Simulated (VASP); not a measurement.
# Ta4O (P-43m) in VASP: further runs

Runs on Ta4O. Level: PBE. Tasks: single point, relaxation of cell and atoms.

Everything below comes from runs of VASP 6.6.1. Logs are shortened: lines on timing, memory, paths and dates and some standing lists are left out, and cuts for length are marked.

## 1. The cell of the first run

It takes space group P-43m (No. 215, cubic). The conventional cell has a = 4.396 Å, b = 4.396 Å, c = 4.396 Å, α = 90.00°, β = 90.00°, γ = 90.00°. Ta (site symmetry 3m) has 1 O at 2.01 Å within 2.7 Å. Within 2.7 Å of O (site symmetry -43m) lie 4 Ta at 2.01 Å.

## 2. Single point, PBE

INCAR

```
  PREC = Accurate
  ENCUT = 520
  EDIFF = 1E-6
  ISMEAR = 0
  SIGMA = 0.1
  LREAL = F
  LASPH = T
  NELM = 60
  ALGO = Normal
  ISIF = 2
  LWAVE = F
  LCHARG = T
  GGA = PE
  LELF = T
  LVHAR = T
  NBANDS = 33
```

KPOINTS

```
Automatic mesh
0
Gamma
  4 4 4
```

POSCAR

```
Ta4O
1.0
    4.3959182816      0.0000000000      0.0000000000
    0.0000000000      4.3959182816      0.0000000000
    0.0000000000      0.0000000000      4.3959182816
Ta O
4 1
Direct
    0.2637668389      0.7362331611      0.7362331611
    0.7362331611      0.2637668389      0.7362331611
    0.7362331611      0.7362331611      0.2637668389
    0.2637668389      0.2637668389      0.2637668389
    0.0000000000      0.0000000000      0.0000000000
```

Potentials or basis: VASP PAW PBE potentials, release 64 (Ta_pv, O).

The run is started by

```
> cat potpaw_PBE.64/Ta_pv/POTCAR potpaw_PBE.64/O/POTCAR > POTCAR
> mpirun -np 1 vasp_std > vasp.out
```

OUTCAR:

```text
PREC = Accurate
   ENCUT = 520
   EDIFF = 1E-6
   ISMEAR = 0
   LREAL = F
   LASPH = T
   NELM = 60
   ISIF = 2
   GGA = PE

 ion  position               nearest neighbor table
   1  0.264  0.736  0.736-   5 2.01   3 2.94   4 2.94   2 2.94   2 3.11   4 3.11   3 3.11   4 3.11
                             2 3.11   3 3.11   3 3.28   4 3.28   2 3.28
   2  0.736  0.264  0.736-   5 2.01   3 2.94   4 2.94   1 2.94   1 3.11   4 3.11   3 3.11   4 3.11
                             1 3.11   3 3.11   3 3.28   4 3.28   1 3.28
   3  0.736  0.736  0.264-   5 2.01   2 2.94   4 2.94   1 2.94   1 3.11   4 3.11   2 3.11   4 3.11
                             1 3.11   2 3.11   4 3.28   1 3.28   2 3.28
   4  0.264  0.264  0.264-   5 2.01   2 2.94   3 2.94   1 2.94   1 3.11   2 3.11   1 3.11   3 3.11
                             2 3.11   3 3.11   1 3.28   2 3.28   3 3.28
   5  0.000  0.000  0.000-   1 2.01   2 2.01   3 2.01   4 2.01

  LATTYP: Found a simple cubic cell.
 ALAT       =     4.3959182816

  Lattice vectors:

 A1 = (   4.3959182816,   0.0000000000,   0.0000000000)
 A2 = (   0.0000000000,   4.3959182816,   0.0000000000)
 A3 = (   0.0000000000,   0.0000000000,   4.3959182816)

Analysis of symmetry for initial positions (statically):
=====================================================================
 Subroutine PRICEL returns:
 Original cell was already a primitive cell.

 Routine SETGRP: Setting up the symmetry group for a
 simple cubic supercell.

 Subroutine GETGRP returns: Found 24 space group operations
 (whereof 24 operations were pure point group operations)
 out of a pool of 48 trial point group operations.

The static configuration has the point symmetry T_d .

Analysis of symmetry for dynamics (positions and initial velocities):
=====================================================================
 Subroutine PRICEL returns:
 Original cell was already a primitive cell.

 Routine SETGRP: Setting up the symmetry group for a
 simple cubic supercell.

 Subroutine GETGRP returns: Found 24 space group operations
 (whereof 24 operations were pure point group operations)
 out of a pool of 48 trial point group operations.

The dynamic configuration has the point symmetry T_d .

 Subroutine INISYM returns: Found 24 space group operations
 (whereof 24 operations are pure point group operations),
 and found     1 'primitive' translations

----------------------------------------------------------------------------------------

                                     Primitive cell
[... 84 lines left out ...]
   EDIFFG = 0.1E-04   stopping-criterion for IOM
   NSW    =      0    number of steps for IOM
   IBRION =     -1    ionic relax: 0-MD 1-quasi-New 2-CG
   NFREE  =      0    steps in history (QN), initial steepest desc. (CG)
   ISIF   =      2    stress and relaxation
   ISYM   =      2    0-nonsym 1-usesym 2-fastsym
   POTIM  = 0.5000    time-step for ionic-motion
   TEBEG  =    0.0;   TEEND  =   0.0 temperature during run
   PSTRESS=    0.0 pullay stress
   NELECT =      50.0000    total number of electrons
   NUPDOWN=      -1.0000    fix difference up-down
   EMIN   =  10.00;   EMAX   =-10.00  energy-range for DOS
   EFERMI =   0.00;   METHOD = LEGACY
   ISMEAR =     0;   SIGMA  =   0.10  broadening in eV -4-tet -1-fermi 0-gaus
   EFERMI_NEDOS =   21; number of points for ismear=-14 and -15
   IALGO  =     38    algorithm
   IMIX   =      4    mixing-type and parameters
     AMIX     =   0.40;   BMIX     =  1.00
     AMIX_MAG =   1.60;   BMIX_MAG =  1.00
  volume/ion in A,a.u.               =      16.99       114.65
  Fermi-wavevector in a.u.,A,eV,Ry     =   1.371982  2.592671 25.610734  1.882336
  Thomas-Fermi vector in A             =   2.497630
   LORBIT       =      0    0 simple, 1 ext, 2 COOP (PROOUT), +10 PAW based schemes
   GGA     = PE    functional components
   LHFCALC =     F    Hartree Fock is set to
   AEXX    =    0.0000 exact exchange contribution
   IVDW    =     0    specifies the selected vdW correction
   LEPSILON=     F    determine dielectric tensor
   LRPA    =     F    only Hartree local field effects (RPA)
 non-spin polarized calculation
 Gauss-broadening in eV      SIGMA  =   0.10
  energy-cutoff  :      520.00
  volume of cell :       84.95
 maximum number of plane-waves:      2320
 NGX is ok and might be reduce to    36
   NGX = 17   NGY = 17   NGZ = 17

 number of electron      50.0000010 magnetization

 Free energy of the ion-electron system (eV)
  ---------------------------------------------------
  ext. energy  EPLUGINS =         0.00000000
  ---------------------------------------------------
  free energy    TOTEN  =       -54.70980184 eV

  energy without entropy =      -54.69636963  energy(sigma->0) =      -54.70308573

 E-fermi :   5.4308     XC(G=0): -12.1819

 val. band max:        5.3433932959   @ k =   0.5000   0.5000   0.5000
 cond. band min:       5.4501159015   @ k =   0.5000   0.2500   0.2500
 fundamental gap:      0.1067226056
 Fermi energy:         5.4308093335

 k-point     1 :       0.0000    0.0000    0.0000
  band No.  band energies     occupation
      1     -29.7194      2.00000
      2     -29.2865      2.00000
      3     -29.2865      2.00000
      4     -29.0609      2.00000
      5     -29.0609      2.00000
      6     -29.0609      2.00000
[... 349 lines left out ...]
     32       9.8074      0.00000
     33      10.2279      0.00000

------------------------ aborting loop because EDIFF is reached ----------------------------------------

  FORCE on cell =-STRESS in cart. coord.  units (eV):
  Direction    XX          YY          ZZ          XY          YZ          ZX
  --------------------------------------------------------------------------------------
  -------------------------------------------------------------------------------------
  Total        0.0513348      0.0513348      0.0513348      0.0000000      0.0000000     -0.0000000
  in kB        0.9682184      0.9682184      0.9682184      0.0000000      0.0000000     -0.0000000
  external PRESSURE =       0.9682184 kB  Pullay stress =       0.0000000 kB

 VOLUME and BASIS-vectors are now :
 -----------------------------------------------------------------------------
  energy-cutoff  :      520.00
  volume of cell :       84.95
      direct lattice vectors                 reciprocal lattice vectors
     4.395918282  0.000000000  0.000000000     0.227483756  0.000000000  0.000000000
     0.000000000  4.395918282  0.000000000     0.000000000  0.227483756  0.000000000
     0.000000000  0.000000000  4.395918282     0.000000000  0.000000000  0.227483756

 POSITION                                       TOTAL-FORCE (eV/Angst)
 -----------------------------------------------------------------------------------
      1.15950      3.23642      3.23642         0.033558     -0.033558     -0.033558
      3.23642      1.15950      3.23642        -0.033558      0.033558     -0.033558
      3.23642      3.23642      1.15950        -0.033558     -0.033558      0.033558
      1.15950      1.15950      1.15950         0.033558      0.033558      0.033558
      0.00000      0.00000      0.00000        -0.000000      0.000000     -0.000000
 -----------------------------------------------------------------------------------
    total drift:                               -0.000000     -0.000000     -0.000000

  FREE ENERGIE OF THE ION-ELECTRON SYSTEM (eV)
  ---------------------------------------------------
  free  energy   TOTEN  =       -54.7098018417 eV

  energy  without entropy=      -54.6963696258  energy(sigma->0) =      -54.70308573
```

OSZICAR:

```text
N       E                     dE             d eps       ncg     rms          rms(c)
DAV:   1     0.478216129790E+03    0.47822E+03   -0.27532E+04   660   0.156E+03
DAV:   2    -0.346836580059E+02   -0.51290E+03   -0.49891E+03   714   0.460E+02
DAV:   3    -0.582870149878E+02   -0.23603E+02   -0.22736E+02   851   0.893E+01
DAV:   4    -0.587655317979E+02   -0.47852E+00   -0.47588E+00   752   0.124E+01
DAV:   5    -0.587775298816E+02   -0.11998E-01   -0.11985E-01   864   0.155E+00    0.298E+01
DAV:   6    -0.552392671320E+02    0.35383E+01   -0.14910E+01   837   0.216E+01    0.140E+01
DAV:   7    -0.547832072519E+02    0.45606E+00   -0.16299E+00   760   0.820E+00    0.589E+00
DAV:   8    -0.547156878872E+02    0.67519E-01   -0.37533E-01   717   0.363E+00    0.719E-01
DAV:   9    -0.547118889913E+02    0.37989E-02   -0.70290E-02   848   0.150E+00    0.438E-01
DAV:  10    -0.547096796987E+02    0.22093E-02   -0.14550E-02   792   0.635E-01    0.874E-02
DAV:  11    -0.547098039550E+02   -0.12426E-03   -0.11685E-03   776   0.171E-01    0.304E-02
DAV:  12    -0.547098082175E+02   -0.42625E-05   -0.41794E-05   808   0.316E-02    0.236E-02
DAV:  13    -0.547098033052E+02    0.49123E-05   -0.68809E-06   742   0.176E-02    0.739E-03
DAV:  14    -0.547098019306E+02    0.13746E-05   -0.37145E-06   636   0.994E-03    0.984E-04
DAV:  15    -0.547098018417E+02    0.88832E-07   -0.21128E-07   402   0.282E-03
   1 F= -.54709802E+02 E0= -.54703086E+02  d E =-.134322E-01
```

stdout:

```text
POSCAR found type information on POSCAR TaO
 POSCAR found :  2 types and       5 ions
 scaLAPACK will be used
 LDA part: xc-table for (Slater+PW92), standard interpolation
 POSCAR, INCAR and KPOINTS ok, starting setup
 FFT: planning ... GRIDC
 FFT: planning ... GRID_SOFT
 FFT: planning ... GRID
 WAVECAR not read
 entering main loop
```

Wall time 14 s (1 thread of Intel Xeon 6975P-C (Granite Rapids), shared host); peak memory 0.2 GiB.

What came out:

```
Free energy            : -54.7098 eV
Pressure               : 0.1 GPa
Largest force          : 0.058 eV/Å
Band gap on the k mesh : zero (band 25 reaches 7.03 eV, above the bottom of band 26 at 4.86 eV)
```

Forces in eV/Å, atoms in the order of the input:
```
Ta   0.034 -0.034 -0.034
Ta  -0.034  0.034 -0.034
Ta  -0.034 -0.034  0.034
Ta   0.034  0.034  0.034
O    0.000  0.000  0.000
```

Levels at points of the mesh, in eV from the Fermi level:
```csv
k point,band 21,band 22,band 23,band 24,band 25,band 26,band 27,band 28,band 29,band 30
"(0.00, 0.00, 0.00)",-2.74,-2.74,-1.44,1.60,1.60,1.60,1.61,1.61,3.25,3.25
"(0.50, 0.00, 0.00)",-1.50,-1.44,-1.26,-1.21,-0.42,-0.39,1.28,1.28,1.60,2.05
"(0.50, 0.50, 0.00)",-1.32,-1.08,-0.77,-0.77,-0.57,-0.57,1.20,1.27,1.27,1.37
"(0.50, 0.50, 0.50)",-0.09,-0.09,0.23,0.23,0.23,0.32,0.32,0.32,2.24,2.24
```

Caveat: spin-orbit coupling is left out, which moves the levels of the heavy elements.

## 3. Single point, PBE

This run uses another cell than the first one, of 18.68 Å³/atom, 1.099 times its volume.

INCAR

```
SYSTEM = Ta4O
ALGO = Normal
EDIFF = 1E-6
ENCUT = 520
GGA = PE
ISIF = 2
ISMEAR = 0
LASPH = .TRUE.
LCHARG = .FALSE.
LREAL = .FALSE.
LWAVE = .FALSE.
NBANDS = 33
NELM = 60
PREC = Accurate
SIGMA = 0.1
```

KPOINTS

```
k-points
0
G
  4 4 4
  0 0 0
```

POSCAR

```
Ta4O
1.0
    4.5368986500      0.0000000000      0.0000000000
    0.0000000000      4.5368986500      0.0000000000
    0.0000000000      0.0000000000      4.5368986500
Ta O
4 1
Direct
    0.2437810800      0.7562189200      0.7562189200
    0.7562189200      0.2437810800      0.7562189200
    0.7562189200      0.7562189200      0.2437810800
    0.2437810800      0.2437810800      0.2437810800
    0.0000000000      0.0000000000      0.0000000000
```

Potentials or basis: VASP PAW PBE potentials, release 64 (Ta_pv, O).

The run is started by

```
> cat potpaw_PBE.64/Ta_pv/POTCAR potpaw_PBE.64/O/POTCAR > POTCAR
> mpirun -np 1 vasp_std > vasp.out
```

It took 14 s on 1 thread of Intel Xeon 6975P-C (Granite Rapids), shared host; peak memory 0.2 GiB.

Results (log left out):

| Property | Result |
| --- | --- |
| Free energy | -53.1518 eV |
| Pressure | -6.3 GPa |
| Largest force | 3.940 eV/Å |
| Band gap on the k mesh | zero (band 25 reaches 6.51 eV, above the bottom of band 26 at 4.60 eV) |

Forces on the atoms (eV/Å):
```
Ta   2.275 -2.275 -2.275
Ta  -2.275  2.275 -2.275
Ta  -2.275 -2.275  2.275
Ta   2.275  2.275  2.275
O    0.000  0.000  0.000
```

Levels at points of the mesh, in eV from the Fermi level:
```csv
k point,band 22,band 23,band 24,band 25,band 26,band 27,band 28,band 29
"(0.00, 0.00, 0.00)",-2.71,-0.81,1.64,1.64,1.74,1.74,1.74,2.14
"(0.50, 0.00, 0.00)",-1.60,-1.36,-1.00,-0.49,0.38,1.24,1.27,1.27
"(0.50, 0.50, 0.00)",-1.19,-1.19,-1.06,-0.26,-0.26,0.68,1.07,1.25
"(0.50, 0.50, 0.50)",-0.43,-0.11,-0.11,-0.11,0.08,0.08,0.08,2.17
```

Caveat: spin-orbit coupling is left out, which moves the levels of the heavy elements; forces of over 1 eV/Å act on the atoms, so gaps and moduli don't describe the material at rest.

## 4. Relaxation of cell and atoms, PBE

This run uses another cell than the first one, of 18.68 Å³/atom, 1.099 times its volume.

INCAR

```
SYSTEM = Ta4O
  PREC = Accurate
  ENCUT = 600
  EDIFF = 1E-6
  ISMEAR = 0
  SIGMA = 0.1
  LREAL = .False.
  LASPH = .True.
  NELM = 100
  ALGO = Normal
  ISIF = 3
  LWAVE = .False.
  LCHARG = .False.
  GGA = PE
  IBRION = 2
  NSW = 90
  EDIFFG = -0.04
```

KPOINTS

```
Automatic mesh
0
Gamma
  4 4 4
  0 0 0
```

POSCAR is that of step 3.

The run is started by

```
> cat potpaw_PBE.64/Ta_pv/POTCAR potpaw_PBE.64/O/POTCAR > POTCAR
> mpirun -np 1 vasp_std > vasp.out
```

Run time: 54 s. Hardware: 1 thread of Intel Xeon 6975P-C (Granite Rapids), shared host; peak memory 0.22 GiB.

Results (log left out):

* Free energy: -54.7198 eV
* Relaxed volume: 16.97 Å³/atom
* Relaxed cell: a = 4.394 Å, b = 4.394 Å, c = 4.394 Å, α = 90.00°, β = 90.00°, γ = 90.00°
* Space group after relaxing (to 0.05 Å): P-43m (No. 215)
* Energy gained by relaxing: 312.6 meV/atom
* Ionic steps: 6
* Pressure after relaxing: 0.2 GPa
* Largest force after relaxing: 0.035 eV/Å
* Band gap on the k mesh: zero (band 25 reaches 7.03 eV, above the bottom of band 26 at 4.86 eV)

Forces on the atoms (eV/Å):
```
Ta  -0.020  0.020  0.020
Ta   0.020 -0.020  0.020
Ta   0.020  0.020 -0.020
Ta  -0.020 -0.020 -0.020
O    0.000  0.000  0.000
```

The path:
| step | energy change (eV) | largest force (eV/Å) | pressure (GPa) | volume (Å³) |
| --- | --- | --- | --- | --- |
| 1 | 0.0000 | 3.9374 | -6.29 | 93.39 |
| 2 | -1.4985 | 0.9431 | 2.43 | 83.82 |
| 3 | -1.5621 | 0.0190 | -0.80 | 85.27 |
| 4 | -1.5619 | 0.1138 | -0.50 | 85.12 |
| 5 | -1.5608 | 0.0852 | 1.23 | 84.48 |
| 6 | -1.5628 | 0.0353 | 0.20 | 84.86 |

Final structure:
```xyz
5
Lattice="4.3944 0.0000 0.0000 0.0000 4.3944 0.0000 0.0000 0.0000 4.3944" Properties=species:S:1:pos:R:3 pbc="T T T"
Ta    1.1608    3.2336    3.2336
Ta    3.2336    1.1608    3.2336
Ta    3.2336    3.2336    1.1608
Ta    1.1608    1.1608    1.1608
O     0.0000    4.3944    0.0000
```

Levels at points of the mesh, in eV from the Fermi level:
| k point | band 22 | band 23 | band 24 | band 25 | band 26 | band 27 | band 28 | band 29 |
| --- | --- | --- | --- | --- | --- | --- | --- | --- |
| (0.00, 0.00, 0.00) | -2.74 | -1.45 | 1.60 | 1.60 | 1.60 | 1.60 | 1.60 | 3.28 |
| (0.50, 0.00, 0.00) | -1.44 | -1.27 | -1.19 | -0.43 | -0.39 | 1.28 | 1.28 | 1.61 |
| (0.50, 0.50, 0.00) | -1.07 | -0.76 | -0.76 | -0.57 | -0.57 | 1.21 | 1.27 | 1.27 |
| (0.50, 0.50, 0.50) | -0.08 | 0.24 | 0.24 | 0.24 | 0.33 | 0.33 | 0.33 | 2.24 |

Caveat: spin-orbit coupling is left out, which moves the levels of the heavy elements.

(Continued in part 2 of 2.)
